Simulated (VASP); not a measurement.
# Ga2BSb3 (P-6m2) in VASP: a series of runs

The runs below take Ga2BSb3 through single point, relaxation of cell and atoms, with PBE.

Everything below comes from runs of VASP 6.6.1. Logs are shortened: lines on timing, memory, paths and dates and some standing lists are left out, and cuts for length are marked.

**1. The cell of the first run**

It takes space group P-6m2 (No. 187, hexagonal). The conventional cell has a = 4.991 Å, b = 4.991 Å, c = 6.368 Å, α = 90.00°, β = 90.00°, γ = 120.00°. Ga (site symmetry 3m) has 2 Ga at 2.86 to 3.50 Å and 9 Sb at 3.22 to 3.37 Å and 3 B at 3.22 Å within 3.8 Å. Within 3.8 Å of B (site symmetry -6m2) lie 5 Sb at 2.88 to 3.18 Å and 6 Ga at 3.22 Å. Within 3.8 Å of Sb (site symmetry -6m2) lie 3 Sb at 2.88 Å and 2 B at 3.18 Å and 6 Ga at 3.37 Å. Sb (site symmetry -6m2) has 3 B at 2.88 Å and 2 Sb at 3.18 Å and 6 Ga at 3.22 Å within 3.8 Å. Sb (site symmetry -6m2) has 5 Sb at 2.88 to 3.18 Å and 6 Ga at 3.37 Å within 3.8 Å.

The cell was built from a structure type or drawn by symmetry, and may not be a known phase.

**2. Single point, PBE**

Input file INCAR:

```
SYSTEM = Ga2BSb3
ALGO = Normal
EDIFF = 1E-7
ENCUT = 520
GGA = PE
ISIF = 2
ISMEAR = 0
LASPH = .TRUE.
LCHARG = .FALSE.
LREAL = .FALSE.
LWAVE = .FALSE.
NBANDS = 31
NELM = 60
PREC = Accurate
SIGMA = 0.1
```

Input file KPOINTS:

```
k-points
0
G
  6 6 2
  0 0 0
```

Input file POSCAR:

```
Ga2BSb3
1.0
    4.9910487615      0.0000000000      0.0000000000
   -2.4955243807      4.3223750189      0.0000000000
    0.0000000000      0.0000000000      6.3676732072
Ga B Sb
2 1 3
Direct
    0.6666666667      0.3333333333      0.2249518785
    0.6666666667      0.3333333333      0.7750481215
    0.0000000000      0.0000000000      0.0000000000
    0.0000000000      0.0000000000      0.5000000000
    0.3333333333      0.6666666667      0.0000000000
    0.3333333333      0.6666666667      0.5000000000
```

Potentials or basis: VASP PAW PBE potentials, release 64 (Ga_d, B, Sb).

Launch:

```bash
$ cat potpaw_PBE.64/Ga_d/POTCAR potpaw_PBE.64/B/POTCAR potpaw_PBE.64/Sb/POTCAR > POTCAR
$ mpirun -np 1 vasp_std > vasp.out
```

OUTCAR:

```text
SYSTEM = Ga2BSb3
   EDIFF = 1E-7
   ENCUT = 520
   GGA = PE
   ISIF = 2
   ISMEAR = 0
   LASPH = .TRUE.
   LREAL = .FALSE.
   NELM = 60
   PREC = Accurate

 ion  position               nearest neighbor table
   1  0.667  0.333  0.225-   2 2.86   5 3.22   5 3.22   5 3.22
   2  0.667  0.333  0.775-   1 2.86   5 3.22   5 3.22   5 3.22
   3  0.000  0.000  0.000-   5 2.88   5 2.88   5 2.88
   4  0.000  0.000  0.500-   6 2.88   6 2.88   6 2.88
   5  0.333  0.667  0.000-   3 2.88   3 2.88   3 2.88   6 3.18   6 3.18   1 3.22   2 3.22   1 3.22
                             2 3.22   1 3.22   2 3.22
   6  0.333  0.667  0.500-   4 2.88   4 2.88   4 2.88   5 3.18   5 3.18

  LATTYP: Found a hexagonal cell.
 ALAT       =     4.9910487615
 C/A-ratio  =     1.2758186729

  Lattice vectors:

 A1 = (   4.9910487615,   0.0000000000,   0.0000000000)
 A2 = (  -2.4955243807,   4.3223750189,   0.0000000000)
 A3 = (   0.0000000000,   0.0000000000,   6.3676732072)

Analysis of symmetry for initial positions (statically):
=====================================================================
 Subroutine PRICEL returns:
 Original cell was already a primitive cell.

 Routine SETGRP: Setting up the symmetry group for a
 hexagonal supercell.

 Subroutine GETGRP returns: Found 12 space group operations
 (whereof 12 operations were pure point group operations)
 out of a pool of 24 trial point group operations.

The static configuration has the point symmetry D_3h.

Analysis of symmetry for dynamics (positions and initial velocities):
=====================================================================
 Subroutine PRICEL returns:
 Original cell was already a primitive cell.

 Routine SETGRP: Setting up the symmetry group for a
 hexagonal supercell.

 Subroutine GETGRP returns: Found 12 space group operations
 (whereof 12 operations were pure point group operations)
 out of a pool of 24 trial point group operations.

The dynamic configuration has the point symmetry D_3h.

 Subroutine INISYM returns: Found 12 space group operations
 (whereof 12 operations are pure point group operations),
 and found     1 'primitive' translations

----------------------------------------------------------------------------------------

                                     Primitive cell

  volume of cell :     137.3710

  direct lattice vectors                    reciprocal lattice vectors
     4.991048762  0.000000000  0.000000000     0.200358692  0.115677145  0.000000000
[... 87 lines left out ...]
   IBRION =     -1    ionic relax: 0-MD 1-quasi-New 2-CG
   NFREE  =      0    steps in history (QN), initial steepest desc. (CG)
   ISIF   =      2    stress and relaxation
   ISYM   =      2    0-nonsym 1-usesym 2-fastsym
   POTIM  = 0.5000    time-step for ionic-motion
   TEBEG  =    0.0;   TEEND  =   0.0 temperature during run
   PSTRESS=    0.0 pullay stress
   NELECT =      44.0000    total number of electrons
   NUPDOWN=      -1.0000    fix difference up-down
   EMIN   =  10.00;   EMAX   =-10.00  energy-range for DOS
   EFERMI =   0.00;   METHOD = LEGACY
   ISMEAR =     0;   SIGMA  =   0.10  broadening in eV -4-tet -1-fermi 0-gaus
   EFERMI_NEDOS =   21; number of points for ismear=-14 and -15
   IALGO  =     38    algorithm
   IMIX   =      4    mixing-type and parameters
     AMIX     =   0.40;   BMIX     =  1.00
     AMIX_MAG =   1.60;   BMIX_MAG =  1.00
  volume/ion in A,a.u.               =      22.90       154.50
  Fermi-wavevector in a.u.,A,eV,Ry     =   1.120110  2.116701 17.070504  1.254647
  Thomas-Fermi vector in A             =   2.256754
   LORBIT       =      0    0 simple, 1 ext, 2 COOP (PROOUT), +10 PAW based schemes
   GGA     = PE    functional components
   LHFCALC =     F    Hartree Fock is set to
   AEXX    =    0.0000 exact exchange contribution
   IVDW    =     0    specifies the selected vdW correction
   LEPSILON=     F    determine dielectric tensor
   LRPA    =     F    only Hartree local field effects (RPA)
 non-spin polarized calculation
 Gauss-broadening in eV      SIGMA  =   0.10
  energy-cutoff  :      520.00
  volume of cell :      137.37
 maximum number of plane-waves:      3744
 NGX is ok and might be reduce to    40
   NGX = 19   NGY = 19   NGZ = 23

 number of electron      43.9999999 magnetization

 Free energy of the ion-electron system (eV)
  ---------------------------------------------------
  ext. energy  EPLUGINS =         0.00000000
  ---------------------------------------------------
  free energy    TOTEN  =       -20.77022456 eV

  energy without entropy =      -20.74768986  energy(sigma->0) =      -20.75895721

 E-fermi :   6.3854     XC(G=0): -10.1862

 val. band max:        6.3640752651   @ k =   0.0000   0.0000   0.0000
 cond. band min:       6.3858868010   @ k =   0.1667   0.1667   0.0000
 fundamental gap:      0.0218115359
 Fermi energy:         6.3853659262

 k-point     1 :       0.0000    0.0000    0.0000
  band No.  band energies     occupation
      1      -8.3438      2.00000
      2      -8.2920      2.00000
      3      -8.2920      2.00000
      4      -8.2668      2.00000
      5      -8.2668      2.00000
      6      -8.2529      2.00000
[... 465 lines left out ...]
     30      11.5152      0.00000
     31      11.9622      0.00000

------------------------ aborting loop because EDIFF is reached ----------------------------------------

  FORCE on cell =-STRESS in cart. coord.  units (eV):
  Direction    XX          YY          ZZ          XY          YZ          ZX
  --------------------------------------------------------------------------------------
  -------------------------------------------------------------------------------------
  Total        0.2285476      0.2285476     -0.0974219      0.0000000     -0.0000000      0.0000000
  in kB        2.6655836      2.6655836     -1.1362459      0.0000000     -0.0000000      0.0000000
  external PRESSURE =       1.3983071 kB  Pullay stress =       0.0000000 kB

 VOLUME and BASIS-vectors are now :
 -----------------------------------------------------------------------------
  energy-cutoff  :      520.00
  volume of cell :      137.37
      direct lattice vectors                 reciprocal lattice vectors
     4.991048762  0.000000000  0.000000000     0.200358692  0.115677145  0.000000000
    -2.495524381  4.322375019  0.000000000     0.000000000  0.231354289  0.000000000
     0.000000000  0.000000000  6.367673207     0.000000000  0.000000000  0.157043235

 POSITION                                       TOTAL-FORCE (eV/Angst)
 -----------------------------------------------------------------------------------
      2.49552      1.44079      1.43242        -0.000000      0.000000     -0.002210
      2.49552      1.44079      4.93525        -0.000000      0.000000      0.002210
      0.00000      0.00000      0.00000         0.000000      0.000000      0.000000
      0.00000      0.00000      3.18384         0.000000     -0.000000      0.000000
     -0.00000      2.88158      0.00000         0.000000      0.000000      0.000000
     -0.00000      2.88158      3.18384         0.000000      0.000000      0.000000
 -----------------------------------------------------------------------------------
    total drift:                                0.000005     -0.000003      0.000000

  FREE ENERGIE OF THE ION-ELECTRON SYSTEM (eV)
  ---------------------------------------------------
  free  energy   TOTEN  =       -20.7702245607 eV

  energy  without entropy=      -20.7476898596  energy(sigma->0) =      -20.75895721
```

OSZICAR:

```text
N       E                     dE             d eps       ncg     rms          rms(c)
DAV:   1     0.299837776906E+03    0.29984E+03   -0.18915E+04   896   0.172E+03
DAV:   2     0.146290968886E+02   -0.28521E+03   -0.27585E+03   973   0.439E+02
DAV:   3    -0.194445086339E+02   -0.34074E+02   -0.32929E+02  1023   0.115E+02
DAV:   4    -0.209098264833E+02   -0.14653E+01   -0.14418E+01  1041   0.240E+01
DAV:   5    -0.209541232777E+02   -0.44297E-01   -0.44244E-01  1119   0.414E+00    0.424E+00
DAV:   6    -0.207993918649E+02    0.15473E+00   -0.12635E+00  1165   0.424E+00    0.249E+00
DAV:   7    -0.207746286069E+02    0.24763E-01   -0.14352E-01  1055   0.131E+00    0.139E+00
DAV:   8    -0.207712645039E+02    0.33641E-02   -0.30985E-02  1042   0.694E-01    0.212E-01
DAV:   9    -0.207701396171E+02    0.11249E-02   -0.44030E-03  1079   0.266E-01    0.798E-02
DAV:  10    -0.207702221144E+02   -0.82497E-04   -0.71522E-04   989   0.123E-01    0.351E-02
DAV:  11    -0.207702240735E+02   -0.19591E-05   -0.32916E-05  1195   0.339E-02    0.911E-03
DAV:  12    -0.207702254461E+02   -0.13726E-05   -0.36897E-06  1060   0.106E-02    0.373E-03
DAV:  13    -0.207702248584E+02    0.58777E-06   -0.34751E-07   979   0.342E-03    0.139E-03
DAV:  14    -0.207702246424E+02    0.21591E-06   -0.69582E-08   638   0.132E-03    0.439E-04
DAV:  15    -0.207702245607E+02    0.81781E-07   -0.21076E-08   637   0.879E-04
   1 F= -.20770225E+02 E0= -.20758957E+02  d E =-.225347E-01
```

stdout:

```text
POSCAR found type information on POSCAR GaB Sb
 POSCAR found :  3 types and       6 ions
 scaLAPACK will be used
 LDA part: xc-table for (Slater+PW92), standard interpolation
 POSCAR, INCAR and KPOINTS ok, starting setup
 FFT: planning ... GRIDC
 FFT: planning ... GRID_SOFT
 FFT: planning ... GRID
 WAVECAR not read
 entering main loop
```

Run time: 2.2 min. Hardware: 1 thread of Intel Xeon 8259CL, shared host; peak memory 0.29 GiB.

Results:

| Quantity | Value |
| --- | --- |
| Free energy | -20.7702 eV |
| Pressure | 0.1 GPa |
| Band gap on the k mesh | zero (bands 22 and 23 overlap by 2.10 eV) |

Forces in eV/Å, atoms in the order of the input:
```
Ga   0.000  0.000 -0.002
Ga   0.000  0.000  0.002
B    0.000  0.000  0.000
Sb   0.000  0.000  0.000
Sb   0.000  0.000  0.000
Sb   0.000  0.000  0.000
```

Levels at points of the mesh, in eV from the Fermi level:
| k point | band 18 | band 19 | band 20 | band 21 | band 22 | band 23 | band 24 | band 25 | band 26 | band 27 |
| --- | --- | --- | --- | --- | --- | --- | --- | --- | --- | --- |
| (0.00, 0.00, 0.00) | -3.05 | -1.79 | -1.79 | -1.06 | -1.06 | -0.74 | -0.02 | 0.57 | 1.68 | 1.68 |
| (0.50, 0.00, 0.00) | -4.09 | -2.22 | -2.10 | -1.40 | 1.32 | 1.35 | 2.05 | 3.03 | 3.42 | 3.51 |
| (0.00, 0.00, 0.50) | -3.07 | -2.07 | -1.84 | -1.84 | -0.90 | -0.77 | -0.77 | -0.57 | -0.57 | 2.54 |
| (0.50, 0.00, 0.50) | -3.25 | -1.22 | -1.10 | -0.46 | -0.21 | 1.89 | 1.92 | 2.65 | 2.99 | 3.06 |

Caveat: the k points lie up to 0.49 Å⁻¹ apart, too coarse for converged energies and pressures of a metal; spin-orbit coupling is left out, which moves the levels of the heavy elements.

**3. Single point, PBE**

This run uses another cell than the first one, of 26.13 Å³/atom.

Input file INCAR:

```
ALGO     = Normal         # electronic algorithm
EDIFF    = 1E-7           # SCF threshold, eV
ENCUT    = 520            # plane-wave cutoff, eV
GGA      = PE             # functional
ISIF     = 2              # what is computed and relaxed
ISMEAR   = 0              # smearing method
LASPH    = True           # aspherical terms in the spheres
LCHARG   = False          # write CHGCAR
LREAL    = False          # projectors in reciprocal space
LWAVE    = False          # write WAVECAR
NBANDS   = 31             # bands
NELM     = 60             # most SCF steps
PREC     = Accurate       # precision mode
SIGMA    = 0.1            # smearing width, eV
```

Input file KPOINTS:

```
k-points
0
Gamma
  6 6 2
```

Input file POSCAR:

```
Ga2BSb3
1.0
    4.4762345000      0.0000000000      0.0000000000
   -2.2381172500      3.8765327900      0.0000000000
    0.0000000000      0.0000000000      9.0348590700
Ga B Sb
2 1 3
Direct
    0.6666666700      0.3333333300      0.2494100000
    0.6666666700      0.3333333300      0.7505900000
    0.0000000000      0.0000000000      0.0000000000
    0.0000000000      0.0000000000      0.5000000000
    0.3333333300      0.6666666700      0.0000000000
    0.3333333300      0.6666666700      0.5000000000
```

Potentials or basis: VASP PAW PBE potentials, release 64 (Ga_d, B, Sb).

Launch:

```bash
$ cat potpaw_PBE.64/Ga_d/POTCAR potpaw_PBE.64/B/POTCAR potpaw_PBE.64/Sb/POTCAR > POTCAR
$ mpirun -np 1 vasp_std > vasp.out
```

OUTCAR:

```text
EDIFF = 1E-7
   ENCUT = 520
   GGA = PE
   ISIF = 2
   ISMEAR = 0
   LASPH = True
   LREAL = False
   NELM = 60
   PREC = Accurate

 ion  position               nearest neighbor table
   1  0.667  0.333  0.249-
   2  0.667  0.333  0.751-
   3  0.000  0.000  0.000-   5 2.58   5 2.58   5 2.58
   4  0.000  0.000  0.500-   6 2.58   6 2.58   6 2.58
[... 672 lines left out ...]
  --------------------------------------------------------------------------------------
  -------------------------------------------------------------------------------------
  Total        8.7865160      8.7865160     -1.9401819      0.0000000      0.0000000      0.0000000
  in kB       89.7944738     89.7944738    -19.8278380      0.0000000      0.0000000      0.0000000
  external PRESSURE =      53.2537032 kB  Pullay stress =       0.0000000 kB

 VOLUME and BASIS-vectors are now :
 -----------------------------------------------------------------------------
  energy-cutoff  :      520.00
  volume of cell :      156.78
      direct lattice vectors                 reciprocal lattice vectors
     4.476234500  0.000000000  0.000000000     0.223402058  0.128981238  0.000000000
    -2.238117250  3.876532790  0.000000000     0.000000000  0.257962477  0.000000000
     0.000000000  0.000000000  9.034859070     0.000000000  0.000000000  0.110682413

 POSITION                                       TOTAL-FORCE (eV/Angst)
 -----------------------------------------------------------------------------------
      2.23812      1.29218      2.25338         0.000000     -0.000000     -0.221044
      2.23812      1.29218      6.78147         0.000000     -0.000000      0.221044
      0.00000      0.00000      0.00000        -0.000000     -0.000000      0.000000
      0.00000      0.00000      4.51743        -0.000000     -0.000000      0.000000
     -0.00000      2.58436      0.00000        -0.000000     -0.000000      0.000000
     -0.00000      2.58436      4.51743        -0.000000      0.000000      0.000000
 -----------------------------------------------------------------------------------
    total drift:                               -0.000014      0.000008      0.000000

  FREE ENERGIE OF THE ION-ELECTRON SYSTEM (eV)
  ---------------------------------------------------
  free  energy   TOTEN  =       -19.0917667381 eV

  energy  without entropy=      -19.0771787265  energy(sigma->0) =      -19.08447273
```

stdout:

```text
POSCAR found type information on POSCAR GaB Sb
 POSCAR found :  3 types and       6 ions
 scaLAPACK will be used
 LDA part: xc-table for (Slater+PW92), standard interpolation
 POSCAR, INCAR and KPOINTS ok, starting setup
 FFT: planning ... GRIDC
 FFT: planning ... GRID_SOFT
 FFT: planning ... GRID
 WAVECAR not read
 entering main loop
```

Wall time 2.6 min (1 thread of Intel Xeon 8259CL, shared host); peak memory 0.32 GiB.

What came out:

* Free energy: -19.0918 eV
* Pressure: 5.3 GPa
* Largest force: 0.221 eV/Å
* Band gap on the k mesh: zero (bands 22 and 23 overlap by 0.19 eV)

Forces in eV/Å, atoms in the order of the input:
```
Ga   0.000  0.000 -0.221
Ga   0.000  0.000  0.221
B    0.000  0.000  0.000
Sb   0.000  0.000  0.000
Sb   0.000  0.000  0.000
Sb   0.000  0.000  0.000
```

Caveat: the cell stands under pressure; semilocal functionals underestimate gaps, so a narrow gap can read as zero; spin-orbit coupling is left out, which moves the levels of the heavy elements.

(Continued in part 2 of 2.)
